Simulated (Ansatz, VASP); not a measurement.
**BN: VASP beside Ansatz**

```
B N
1.0
     2.56939    0.00000    0.00000
    -1.28469    2.22516    0.00000
     0.00000    0.00000    4.24989
B N
2 2
Direct
  0.33333 0.66667 0.00008
  0.66667 0.33333 0.50008
  0.33333 0.66667 0.37492
  0.66667 0.33333 0.87492
```

Change from the starting cell: hydrostatic strain +1.0%.

Alike in both runs: task single point; functional PBE; k mesh 12 × 12 × 6; occupations fermi-dirac, width 0.02 eV; no spin polarisation.

|  | VASP | Ansatz |
| --- | --- | --- |
| version | VASP 6.6.1 | Ansatz 0.2.0 |
| potentials or method | VASP PAW PBE potentials, release 64 (B, N) | plane waves, PAW |
| plane-wave cutoff (eV) | 520 | 420 |
| valence electrons in the cell | 16 | 16 |

Ansatz gave:

| Property | Result |
| --- | --- |
| gap on the k mesh at the Fermi level (eV) | 5.27 |
| pressure (GPa) | -6.3 |
| traceless stress, the component that is largest in VASP (GPa) | -0.15 |
| rms of the force components (eV/Å) | 0.004 |

Problem. What did VASP give for the same quantities?

Solution. gap on the k mesh at the Fermi level (eV): 5.25; pressure (GPa): -6.1; traceless stress, the component that is largest in VASP (GPa): -0.19; rms of the force components (eV/Å): 0.005.

Atom by atom the forces differ by 0.001 eV/Å (rms over components). With one functional, cell and mesh, what is left measures potentials, basis and numerics.
